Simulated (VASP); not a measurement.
# TiAl3 (Pmmn) in VASP: further runs, part 2 of 2

VASP 6.6.1. Earlier steps stand in the parts before.

## Step 3: Relaxation of cell and atoms, r2SCAN

This run uses another cell than the first one, of 15.25 Å³/atom.

Input file POSCAR:

```
TiAl3
1.0
    4.5337157933      0.0000000000      0.0000000000
    0.0000000000      5.6394744232      0.0000000000
    0.0000000000      0.0000000000      4.7708899513
Ti Al
2 6
Direct
    0.0000000000      0.0000000000      0.6700000000
    0.5000000000      0.5000000000      0.3300000000
    0.0000000000      0.2500000000      0.1670000000
    0.0000000000      0.7500000000      0.1670000000
    0.5000000000      0.7500000000      0.8330000000
    0.5000000000      0.2500000000      0.8330000000
    0.5000000000      0.0000000000      0.3300000000
    0.0000000000      0.5000000000      0.6700000000
```

Input file INCAR.step1:

```
ALGO = Normal
EDIFF = 1E-4
ENCUT = 600
GGA = PE
ISMEAR = 0
LASPH = T
LCHARG = F
LREAL = F
LWAVE = T
NELM = 80
PREC = Accurate
SIGMA = 0.1
```

Input file INCAR.step2:

```
ALGO = Normal
EDIFF = 1E-6
EDIFFG = -0.04
ENCUT = 600
IBRION = 2
ISIF = 3
ISMEAR = 0
ISTART = 1
LASPH = T
LCHARG = F
LMIXTAU = T
LREAL = F
LWAVE = F
METAGGA = R2SCAN
NELM = 80
NSW = 90
PREC = Accurate
SIGMA = 0.1
```

Input file KPOINTS:

```
k-points
0
Gamma
  4 4 4
```

Potentials or basis: VASP PAW PBE potentials, release 64 (Ti_sv, Al).

On the command line:

```bash
cat potpaw_PBE.64/Ti_sv/POTCAR potpaw_PBE.64/Al/POTCAR > POTCAR
cp INCAR.step1 INCAR
mpirun -np 1 vasp_std > vasp.out
cp INCAR.step2 INCAR
mpirun -np 1 vasp_std > vasp.out
```

OUTCAR:

```text
EDIFF = 1E-6
   EDIFFG = -0.04
   ENCUT = 600
   IBRION = 2
   ISIF = 3
   ISMEAR = 0
   ISTART = 1
   LASPH = T
   LREAL = F
   METAGGA = R2SCAN
   NELM = 80
   NSW = 90
   PREC = Accurate

 ion  position               nearest neighbor table
   1  0.000  0.000  0.670-   3 2.76   4 2.76   5 2.78   6 2.78   5 2.78   6 2.78   3 2.78   4 2.78
                             7 2.79   7 2.79   8 2.82   8 2.82
   2  0.500  0.500  0.330-   5 2.76   6 2.76   3 2.78   4 2.78   3 2.78   4 2.78   5 2.78   6 2.78
                             8 2.79   8 2.79   7 2.82   7 2.82
   3  0.000  0.250  0.167-   1 2.76   8 2.76   6 2.77   6 2.77   2 2.78   2 2.78   7 2.78   7 2.78
                             1 2.78   8 2.78   4 2.82   4 2.82
   4  0.000  0.750  0.167-   1 2.76   8 2.76   5 2.77   5 2.77   2 2.78   2 2.78   7 2.78   7 2.78
                             1 2.78   8 2.78   3 2.82   3 2.82
   5  0.500  0.750  0.833-   2 2.76   7 2.76   4 2.77   4 2.77   8 2.78   1 2.78   1 2.78   8 2.78
                             7 2.78   2 2.78   6 2.82   6 2.82
   6  0.500  0.250  0.833-   2 2.76   7 2.76   3 2.77   3 2.77   8 2.78   1 2.78   1 2.78   8 2.78
                             7 2.78   2 2.78   5 2.82   5 2.82
[... 424 lines left out ...]

  energy without entropy =      -69.12690475  energy(sigma->0) =      -69.13840796

 E-fermi :   8.6439     XC(G=0): -11.5618

 val. band max:        8.6384140187   @ k =   0.2500   0.0000   0.2500
 cond. band min:       8.6604741923   @ k =   0.2500   0.2500   0.2500
 fundamental gap:      0.0220601737
 Fermi energy:         8.6439104645

 k-point     1 :       0.0000    0.0000    0.0000
  band No.  band energies     occupation
      1     -50.4168      2.00000
      2     -50.4132      2.00000
      3     -25.7578      2.00000
      4     -25.7369      2.00000
      5     -25.7020      2.00000
      6     -25.6691      2.00000
[... 685 lines left out ...]
     25      10.3004      0.00000
     26      10.3004      0.00000

 [... further k-points ...]
[... 5 lines left out ...]
  --------------------------------------------------------------------------------------
  -------------------------------------------------------------------------------------
  Total        0.0029848      0.0901023     -0.0654943      0.0000000      0.0000000      0.0000000
  in kB        0.0382970      1.1560716     -0.8403349      0.0000000      0.0000000      0.0000000
  external PRESSURE =       0.1180112 kB  Pullay stress =       0.0000000 kB
[... 23 lines left out ...]
  FREE ENERGIE OF THE ION-ELECTRON SYSTEM (eV)
  ---------------------------------------------------
  free  energy   TOTEN  =       -69.1499111727 eV

  energy  without entropy=      -69.1269047463  energy(sigma->0) =      -69.13840796

 reached required accuracy - stopping structural energy minimisation
```

OUTCAR.step1:

```text
EDIFF = 1E-4
   ENCUT = 600
   GGA = PE
   ISMEAR = 0
[... 952 lines left out ...]
      2.26686      4.22961      3.97415        -0.000000     -0.360146      0.229741
      2.26686      1.40987      3.97415        -0.000000      0.360146      0.229741
      2.26686      0.00000      1.57439         0.000000      0.000000     -0.081094
      0.00000      2.81974      3.19650         0.000000      0.000000      0.081094
 -----------------------------------------------------------------------------------
    total drift:                                0.000000      0.000000      0.000000

  FREE ENERGIE OF THE ION-ELECTRON SYSTEM (eV)
  ---------------------------------------------------
  free  energy   TOTEN  =       -39.7765451280 eV

  energy  without entropy=      -39.7293809475  energy(sigma->0) =      -39.75296304
```

OSZICAR.step1:

```text
N       E                     dE             d eps       ncg     rms          rms(c)
DAV:   1     0.384984926259E+03    0.38498E+03   -0.20822E+04  1404   0.176E+03
DAV:   2     0.607272456598E+01   -0.37891E+03   -0.37377E+03  1406   0.469E+02
DAV:   3    -0.392212311998E+02   -0.45294E+02   -0.44454E+02  2478   0.129E+02
DAV:   4    -0.435386282191E+02   -0.43174E+01   -0.42444E+01  2016   0.352E+01
DAV:   5    -0.437895765563E+02   -0.25095E+00   -0.25058E+00  2182   0.751E+00    0.154E+01
DAV:   6    -0.415181431684E+02    0.22714E+01   -0.64569E+01  1922   0.487E+01    0.104E+01
DAV:   7    -0.399309552499E+02    0.15872E+01   -0.25171E+01  1848   0.303E+01    0.450E+00
DAV:   8    -0.398227221857E+02    0.10823E+00   -0.26200E+00  1872   0.112E+01    0.175E+00
DAV:   9    -0.397750286281E+02    0.47694E-01   -0.40652E-01  1880   0.420E+00    0.559E-01
DAV:  10    -0.397793887993E+02   -0.43602E-02   -0.55696E-02  2234   0.145E+00    0.394E-01
DAV:  11    -0.397769689313E+02    0.24199E-02   -0.42592E-02  1916   0.123E+00    0.204E-01
DAV:  12    -0.397765447615E+02    0.42417E-03   -0.51040E-03  1844   0.487E-01    0.135E-02
DAV:  13    -0.397765451280E+02   -0.36645E-06   -0.89411E-05  1106   0.742E-02
   1 F= -.39776545E+02 E0= -.39752963E+02  d E =-.471642E-01
```

Run time: 20 min. Hardware: 1 thread of Intel Xeon 6975P-C (Granite Rapids), shared host; peak memory 0.34 GiB.

Results:

* Free energy: -69.1499 eV
* Relaxed volume: 15.61 Å³/atom
* Relaxed cell: a = 4.527 Å, b = 5.396 Å, c = 5.112 Å, α = 90.00°, β = 90.00°, γ = 90.00°
* Space group after relaxing (to 0.1 Å): Pmmn (No. 59)
* Energy gained by relaxing: 113.0 meV/atom
* Ionic steps: 10
* Pressure after relaxing: 0.0 GPa
* Largest force after relaxing: 0.015 eV/Å
* Band gap on the k mesh: zero (bands 21 and 22 overlap by 1.20 eV)

Forces on the atoms (eV/Å):
```
Ti   0.000  0.000 -0.007
Ti   0.000  0.000  0.007
Al   0.000 -0.004 -0.015
Al   0.000  0.004 -0.015
Al   0.000 -0.004  0.015
Al   0.000  0.004  0.015
Al   0.000  0.000  0.001
Al   0.000  0.000 -0.001
```

The path:
```
step  energy change (eV)  largest force (eV/Å)  pressure (GPa)  volume (Å³)
   1              0.0000                1.7007            3.86       121.98
   2             -0.6312                1.0345           -2.69       128.39
   3             -0.6645                0.8868           -3.93       130.00
   4             -0.8430                0.4063            0.87       124.21
   5             -0.8434                0.4070            1.16       123.90
   6             -0.8997                0.1002            0.60       124.22
   7             -0.8997                0.1030            0.61       124.21
   8             -0.9033                0.0336           -0.43       125.35
   9             -0.9035                0.0443           -0.26       125.15
  10             -0.9043                0.0153            0.01       124.87
```

Final structure:
```
CELL_PARAMETERS angstrom
4.52653 0.00000 0.00000
0.00000 5.39646 0.00000
0.00000 0.00000 5.11196
ATOMIC_POSITIONS crystal
Ti 0.00000 0.00000 0.62738
Ti 0.50000 0.50000 0.37262
Al 0.00000 0.24585 0.15098
Al 0.00000 0.75415 0.15098
Al 0.50000 0.74585 0.84902
Al 0.50000 0.25415 0.84902
Al 0.50000 0.00000 0.32364
Al 0.00000 0.50000 0.67636
```

Levels at points of the mesh, in eV from the Fermi level:
| k point | band 17 | band 18 | band 19 | band 20 | band 21 | band 22 | band 23 | band 24 | band 25 | band 26 |
| --- | --- | --- | --- | --- | --- | --- | --- | --- | --- | --- |
| (0.00, 0.00, 0.00) | -1.70 | -1.63 | -1.53 | -1.13 | -0.69 | -0.56 | -0.15 | 1.25 | 1.53 | 2.17 |
| (0.50, 0.00, 0.00) | -2.84 | -2.84 | -1.52 | -1.52 | 0.32 | 0.32 | 1.60 | 1.60 | 2.05 | 2.28 |
| (0.00, 0.50, 0.00) | -2.60 | -2.60 | -0.84 | -0.84 | -0.65 | -0.65 | 1.65 | 1.65 | 1.71 | 1.71 |
| (0.50, 0.50, 0.00) | -2.44 | -2.44 | -1.86 | -1.86 | 0.32 | 0.32 | 1.59 | 1.59 | 1.97 | 1.97 |
| (0.00, 0.00, 0.50) | -2.14 | -2.03 | -1.03 | -0.01 | 0.08 | 0.12 | 0.52 | 0.70 | 1.38 | 1.87 |
| (0.50, 0.00, 0.50) | -2.71 | -2.71 | -1.63 | -1.63 | 0.34 | 0.34 | 1.05 | 1.05 | 1.86 | 1.86 |
| (0.00, 0.50, 0.50) | -1.13 | -1.13 | -0.77 | -0.77 | -0.73 | -0.73 | 0.75 | 0.75 | 1.72 | 1.72 |
| (0.50, 0.50, 0.50) | -0.45 | -0.45 | 0.03 | 0.03 | 0.47 | 0.47 | 0.97 | 0.97 | 1.20 | 1.20 |

Caveat: the PAW data sets were made with another functional, which shifts forces and pressure a little.

The gap in the log of VASP goes by the Fermi energy; the results here count the filled bands.